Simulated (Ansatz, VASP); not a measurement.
# Two plane-wave programs on Al

The input INCAR:

```
SYSTEM = Al
PREC = Accurate
ENCUT = 520
EDIFF = 1E-6
ISMEAR = -1
SIGMA = 0.1
LREAL = .False.
LASPH = .True.
NELM = 100
ALGO = Normal
ISIF = 2
LWAVE = .False.
LCHARG = .False.
GGA = RE
NBANDS = 12
```

KPOINTS

```
regular mesh
0
Gamma
  9 9 12
  0 0 0
```

The input POSCAR:

```
Al
1.0
    4.6656271163      0.0000000000      0.0000000000
   -2.3328135581      4.0405516073      0.0000000000
    0.0000000000      0.0000000000      2.8877907096
Al
3
Direct
    0.0000000000      0.0000000000      0.0000000000
    0.3333333333      0.6666666667      0.5000000000
    0.6666666667      0.3333333333      0.5000000000
```

Input for Ansatz:

```yaml
crystal:
  lattice:
    - [4.6656271163, 0.0, 0.0]
    - [-2.3328135581, 4.0405516073, 0.0]
    - [0.0, 0.0, 2.8877907096]
  atoms:
    - { symbol: Al, position: [0.0, 0.0, 0.0] }
    - { symbol: Al, position: [0.3333333333, 0.6666666667, 0.5] }
    - { symbol: Al, position: [0.6666666667, 0.3333333333, 0.5] }
hamiltonian:
  xc: revpbe
  pseudopotentials:
    kind: paw
    azcp:
      Al: "pseudopotentials/Al.paw.azcp"
basis:
  ecutwfc: 420
  fft_grid_basis: typed
kpoints:
  mp_grid: { grid: [9, 9, 12], shift: [0, 0, 0] }
magnetization:
  spin_polarized: false
scf:
  occupations: { method: fermi_dirac, width: 0.1 }
  lower_state_search: "off"
output:
  stress: true
```

Alike in both runs: task single point; functional revPBE; k mesh 9 × 9 × 12; occupations fermi-dirac, width 0.1 eV; no spin polarisation.

|  | VASP | Ansatz |
| --- | --- | --- |
| version | VASP 6.6.1 | Ansatz 0.2.0 |
| potentials or method | VASP PAW PBE potentials, release 64 (Al), cutoff 520 eV | plane waves (420 eV) with PAW, scalar-relativistic |
| valence electrons in the cell | 9 | 9 |

```csv
,VASP,Ansatz,Ansatz less VASP
pressure (GPa),-2.4,-2.3,+0.12
"traceless stress, the component that is largest in VASP (GPa)",-1.03,-1.04,-0.010
```

VASP's potentials were made for PBE, not for revPBE. With one functional, cell and mesh, what is left measures potentials, basis and numerics.
